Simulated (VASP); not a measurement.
Set up this calculation in VASP 6.6.1, as the native input.

```yaml
Task: single point
Functional: PBE
Potentials_or_basis: VASP PAW PBE potentials, release 64 (Ag, Cl)
Cutoff: 520 eV
k_mesh: 8 × 8 × 8
Occupations: gaussian, width 0.05 eV
Spin: no spin polarisation
Dipole_correction: no
Further_INCAR_settings: ALGO = Normal; EDIFF = 1e-06; NBANDS = 16
```

The structure of AgCl lies in POSCAR:

```
AgCl
1.0
    0.0000000000      2.8840760000      2.7731500000
    2.7731500000      0.0000000000      2.7731500000
    2.7731500000      2.8840760000      0.0000000000
Ag Cl
1 1
Direct
    0.5000000000      0.5000000000      0.5000000000
    0.0000000000      0.0000000000      0.0000000000
```

This cell differs from its parent crystal: strain +0.0400 x Voigt [0, 1, 0, 0, 0, 0].

One way to write it, as run:

INCAR

```
PREC = Accurate ; ENCUT = 520
EDIFF = 1E-6 ; ISMEAR = 0
SIGMA = 0.05 ; LREAL = False
LASPH = True ; NELM = 100
ALGO = Normal ; ISIF = 2
LWAVE = False ; LCHARG = False
GGA = PE ; NBANDS = 16
```

KPOINTS

```
Automatic mesh
0
Gamma
  8 8 8
```

Potentials or basis: VASP PAW PBE potentials, release 64 (Ag, Cl).

Launch:

```console
$ cat potpaw_PBE.64/Ag/POTCAR potpaw_PBE.64/Cl/POTCAR > POTCAR
$ mpirun -np 1 vasp_std > vasp.out
```

It gave:

```
Pressure               : -0.2 GPa
Band gap on the k mesh : 0.81 eV (least direct gap 3.02 eV)
```

Caveat: the cell differs from its parent crystal (strain +0.0400 x Voigt [0, 1, 0, 0, 0, 0]).

Run time: 21 s on 1 thread of Intel(R) Xeon(R) Platinum 8488C (Sapphire Rapids) (shared host), peak memory 0.19 GiB.
